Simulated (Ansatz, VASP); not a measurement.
P: VASP beside Ansatz

Contents of INCAR:

```
PREC = Accurate ; ENCUT = 520
EDIFF = 1E-6 ; ISMEAR = -1
SIGMA = 0.1 ; LREAL = False
LASPH = True ; NELM = 100
ALGO = Normal ; ISIF = 2
LWAVE = False ; LCHARG = True
GGA = RP ; LELF = True
LVHAR = True ; NBANDS = 14
```

File KPOINTS:

```
Automatic mesh
0
Gamma
  9 9 14
```

The input POSCAR:

```
P
1.0
    4.4176961672      0.0000000000      0.0000000000
   -2.2088480836      3.8258371070      0.0000000000
    0.0000000000      0.0000000000      2.4888639497
P
3
Direct
    1.0000000000      0.0000000000      0.0000000000
    0.3333333333      0.6666666667      0.5000000000
    0.6666666667      0.3333333333      0.5000000000
```

Input for Ansatz:

```yaml
crystal:
  lattice:
    - [4.4176961672, 0.0, 0.0]
    - [-2.2088480836, 3.825837107, 0.0]
    - [0.0, 0.0, 2.4888639497]
  atoms:
    - { symbol: P, position: [1.0, 0.0, 0.0] }
    - { symbol: P, position: [0.3333333333, 0.6666666667, 0.5] }
    - { symbol: P, position: [0.6666666667, 0.3333333333, 0.5] }
hamiltonian:
  xc: rpbe
  pseudopotentials:
    kind: paw
    azcp:
      P: "pseudopotentials/P.paw.azcp"
basis:
  ecutwfc: 420
  fft_grid_basis: typed
kpoints:
  mp_grid: { grid: [9, 9, 14], shift: [0, 0, 0] }
magnetization:
  spin_polarized: false
scf:
  occupations: { method: fermi_dirac, width: 0.1 }
  lower_state_search: "off"
output:
  stress: true
```

Alike in both runs: task single point; functional RPBE; k mesh 9 × 9 × 14; occupations fermi-dirac, width 0.1 eV; no spin polarisation.

|  | VASP | Ansatz |
| --- | --- | --- |
| version | VASP 6.6.1 | Ansatz 0.2.0 |
| potentials or method | VASP PAW PBE potentials, release 64 (P), cutoff 520 eV | plane waves (420 eV) with PAW, scalar-relativistic |
| valence electrons in the cell | 15 | 15 |

VASP gave:

```
pressure (GPa)                                                : 3.3
traceless stress, the component that is largest in VASP (GPa) : -0.41
```

Question: Estimate Ansatz's values.

Answer: Pressure (GPa): 3.9; traceless stress, the component that is largest in VASP (GPa): -0.31.

VASP's potentials were made for PBE, not for RPBE. The functional is the same, so the differences come from potentials, cutoffs and numerics.
